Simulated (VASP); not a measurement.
# Cs4H (Pm-3m) in VASP: a series of runs

Runs on Cs4H. Level: PBE. Tasks: single point, relaxation of cell and atoms.

Everything below comes from runs of VASP 6.6.1. Logs are shortened: lines on timing, memory, paths and dates and some standing lists are left out, and cuts for length are marked.

## Step 1: The cell of the first run

It takes space group Pm-3m (No. 221, cubic). Conventional cell: a = 7.242 Å, b = 7.242 Å, c = 7.242 Å, α = 90.00°, β = 90.00°, γ = 90.00°. Cs (site symmetry 4/mmm) has 2 H at 3.62 Å within 4.8 Å. H (site symmetry m-3m) has 6 Cs at 3.62 Å within 4.8 Å.

## Step 2: Single point, PBE

The input, INCAR:

```
PREC = Accurate
ENCUT = 520
EDIFF = 1E-7
ISMEAR = 0
SIGMA = 0.1
LREAL = F
LASPH = T
NELM = 100
ALGO = Normal
ISIF = 2
LWAVE = F
LCHARG = T
GGA = PE
LELF = T
LVHAR = T
NBANDS = 26
```

The input, KPOINTS:

```
Automatic mesh
0
Gamma
  6 6 6
```

The input, POSCAR:

```
Cs4H
1.0
    7.2422149958      0.0000000000      0.0000000000
    0.0000000000      7.2422149958      0.0000000000
    0.0000000000      0.0000000000      7.2422149958
Cs H
4 1
Direct
    0.0000000000      0.5000000000      0.5000000000
    0.5000000000      0.0000000000      0.5000000000
    0.5000000000      0.5000000000      0.0000000000
    0.0000000000      0.0000000000      0.0000000000
    0.5000000000      0.5000000000      0.5000000000
```

Potentials or basis: VASP PAW PBE potentials, release 64 (Cs_sv, H).

On the command line:

```sh
> cat potpaw_PBE.64/Cs_sv/POTCAR potpaw_PBE.64/H/POTCAR > POTCAR
> mpirun -np 1 vasp_std > vasp.out
```

OUTCAR:

```text
PREC = Accurate
   ENCUT = 520
   EDIFF = 1E-7
   ISMEAR = 0
   LREAL = F
   LASPH = T
   NELM = 100
   ISIF = 2
   GGA = PE

 ion  position               nearest neighbor table
   1  0.000  0.500  0.500-
   2  0.500  0.000  0.500-
   3  0.500  0.500  0.000-
   4  0.000  0.000  0.000-
   5  0.500  0.500  0.500-

  LATTYP: Found a simple cubic cell.
 ALAT       =     7.2422149958

  Lattice vectors:

 A1 = (   7.2422149958,   0.0000000000,   0.0000000000)
 A2 = (   0.0000000000,   7.2422149958,   0.0000000000)
 A3 = (   0.0000000000,   0.0000000000,   7.2422149958)

Analysis of symmetry for initial positions (statically):
=====================================================================
 Subroutine PRICEL returns:
 Original cell was already a primitive cell.

 Routine SETGRP: Setting up the symmetry group for a
 simple cubic supercell.

 Subroutine GETGRP returns: Found 48 space group operations
 (whereof 48 operations were pure point group operations)
 out of a pool of 48 trial point group operations.

The static configuration has the point symmetry O_h .

Analysis of symmetry for dynamics (positions and initial velocities):
=====================================================================
 Subroutine PRICEL returns:
 Original cell was already a primitive cell.

 Routine SETGRP: Setting up the symmetry group for a
 simple cubic supercell.

 Subroutine GETGRP returns: Found 48 space group operations
 (whereof 48 operations were pure point group operations)
 out of a pool of 48 trial point group operations.

The dynamic configuration has the point symmetry O_h .

 Subroutine INISYM returns: Found 48 space group operations
 (whereof 48 operations are pure point group operations),
 and found     1 'primitive' translations

----------------------------------------------------------------------------------------

                                     Primitive cell

  volume of cell :     379.8518

[... 82 lines left out ...]
   ICHARG =      2    charge: 1-file 2-atom 10-const
   ISPIN  =      1    spin polarized calculation?
   LNONCOLLINEAR =      F non collinear calculations
   LSORBIT =      F    spin-orbit coupling
   LASPH  =      T    aspherical Exc in radial PAW
   ENCUT  =  520.0 eV  38.22 Ry    6.18 a.u.  13.47 13.47 13.47*2*pi/ulx,y,z
   NELM   =    100;   NELMIN=  2; NELMDL= -5     # of ELM steps
   EDIFF  = 0.1E-06   stopping-criterion for ELM
   LREAL  =      F    real-space projection
   EDIFFG = 0.1E-05   stopping-criterion for IOM
   NSW    =      0    number of steps for IOM
   IBRION =     -1    ionic relax: 0-MD 1-quasi-New 2-CG
   NFREE  =      0    steps in history (QN), initial steepest desc. (CG)
   ISIF   =      2    stress and relaxation
   ISYM   =      2    0-nonsym 1-usesym 2-fastsym
   POTIM  = 0.5000    time-step for ionic-motion
   TEBEG  =    0.0;   TEEND  =   0.0 temperature during run
   PSTRESS=    0.0 pullay stress
   NELECT =      37.0000    total number of electrons
   NUPDOWN=      -1.0000    fix difference up-down
   EMIN   =  10.00;   EMAX   =-10.00  energy-range for DOS
   EFERMI =   0.00;   METHOD = LEGACY
   ISMEAR =     0;   SIGMA  =   0.10  broadening in eV -4-tet -1-fermi 0-gaus
   EFERMI_NEDOS =   21; number of points for ismear=-14 and -15
   IALGO  =     38    algorithm
   IMIX   =      4    mixing-type and parameters
     AMIX     =   0.40;   BMIX     =  1.00
     AMIX_MAG =   1.60;   BMIX_MAG =  1.00
  volume/ion in A,a.u.               =      75.97       512.67
  Fermi-wavevector in a.u.,A,eV,Ry     =   0.753247  1.423430  7.719685  0.567381
  Thomas-Fermi vector in A             =   1.850643
   LORBIT       =      0    0 simple, 1 ext, 2 COOP (PROOUT), +10 PAW based schemes
   GGA     = PE    functional components
   LHFCALC =     F    Hartree Fock is set to
   AEXX    =    0.0000 exact exchange contribution
   IVDW    =     0    specifies the selected vdW correction
   LEPSILON=     F    determine dielectric tensor
   LRPA    =     F    only Hartree local field effects (RPA)
 non-spin polarized calculation
 Gauss-broadening in eV      SIGMA  =   0.10
  energy-cutoff  :      520.00
  volume of cell :      379.85
 maximum number of plane-waves:     10274
 NGX is ok and might be reduce to    54
   NGX = 27   NGY = 27   NGZ = 27

 number of electron      37.0000013 magnetization

 Free energy of the ion-electron system (eV)
  ---------------------------------------------------
  ext. energy  EPLUGINS =         0.00000000
  ---------------------------------------------------
  free energy    TOTEN  =        -6.56978467 eV

  energy without entropy =       -6.53224604  energy(sigma->0) =       -6.55101536

 E-fermi :   0.9213     XC(G=0):  -5.9334

 val. band max:        0.9126518917   @ k =   0.5000   0.5000   0.1667
 cond. band min:       0.9512530531   @ k =   0.5000   0.3333   0.3333
 fundamental gap:      0.0386011614
 Fermi energy:         0.9212675297

 k-point     1 :       0.0000    0.0000    0.0000
  band No.  band energies     occupation
      1     -22.8762      2.00000
      2     -22.7892      2.00000
      3     -22.7755      2.00000
      4     -22.7755      2.00000
      5      -9.7768      2.00000
      6      -9.7768      2.00000
[... 569 lines left out ...]
     25       3.2519      0.00000
     26       3.2725      0.00000

------------------------ aborting loop because EDIFF is reached ----------------------------------------

  FORCE on cell =-STRESS in cart. coord.  units (eV):
  Direction    XX          YY          ZZ          XY          YZ          ZX
  --------------------------------------------------------------------------------------
  -------------------------------------------------------------------------------------
  Total       -0.0124278     -0.0124278     -0.0124278     -0.0000000     -0.0000000      0.0000000
  in kB       -0.0524192     -0.0524192     -0.0524192     -0.0000000     -0.0000000      0.0000000
  external PRESSURE =      -0.0524192 kB  Pullay stress =       0.0000000 kB

 VOLUME and BASIS-vectors are now :
 -----------------------------------------------------------------------------
  energy-cutoff  :      520.00
  volume of cell :      379.85
      direct lattice vectors                 reciprocal lattice vectors
     7.242214996  0.000000000  0.000000000     0.138079303  0.000000000  0.000000000
     0.000000000  7.242214996  0.000000000     0.000000000  0.138079303  0.000000000
     0.000000000  0.000000000  7.242214996     0.000000000  0.000000000  0.138079303

 POSITION                                       TOTAL-FORCE (eV/Angst)
 -----------------------------------------------------------------------------------
      0.00000      3.62111      3.62111         0.000000      0.000000      0.000000
      3.62111      0.00000      3.62111         0.000000      0.000000      0.000000
      3.62111      3.62111      0.00000         0.000000      0.000000      0.000000
      0.00000      0.00000      0.00000         0.000000      0.000000      0.000000
      3.62111      3.62111      3.62111         0.000000      0.000000      0.000000
 -----------------------------------------------------------------------------------
    total drift:                                0.000000      0.000000      0.000000

  FREE ENERGIE OF THE ION-ELECTRON SYSTEM (eV)
  ---------------------------------------------------
  free  energy   TOTEN  =        -6.5697846743 eV

  energy  without entropy=       -6.5322460421  energy(sigma->0) =       -6.55101536
```

stdout:

```text
POSCAR found type information on POSCAR CsH
 POSCAR found :  2 types and       5 ions
 scaLAPACK will be used
 LDA part: xc-table for (Slater+PW92), standard interpolation
 POSCAR, INCAR and KPOINTS ok, starting setup
 FFT: planning ... GRIDC
 FFT: planning ... GRID_SOFT
 FFT: planning ... GRID
 WAVECAR not read
 entering main loop
```

Wall time 3.1 min (1 thread of Intel Xeon Platinum 8488C (Sapphire Rapids), shared host); peak memory 0.46 GiB.

What came out:

```yaml
Free_energy: -6.5698 eV
Pressure: 0.0 GPa
```

Levels at points of the mesh, in eV from the Fermi level:
```tsv
k point	band 14	band 15	band 16	band 17	band 18	band 19	band 20	band 21	band 22	band 23
(0.00, 0.00, 0.00)	-10.40	-10.40	-10.40	-2.56	-1.30	0.08	0.08	1.04	1.04	1.04
(0.50, 0.00, 0.00)	-10.45	-10.42	-10.42	-2.25	-0.90	-0.25	0.63	1.42	1.42	1.45
(0.50, 0.50, 0.00)	-10.48	-10.44	-10.37	-2.01	-0.15	-0.04	-0.04	0.72	1.44	1.50
(0.50, 0.50, 0.50)	-10.48	-10.37	-10.37	-1.78	-0.11	0.07	0.07	0.07	1.00	1.00
```

Caveat: spin-orbit coupling is left out, which moves the levels of the heavy elements.

(Part 1 of 2 ends here.)
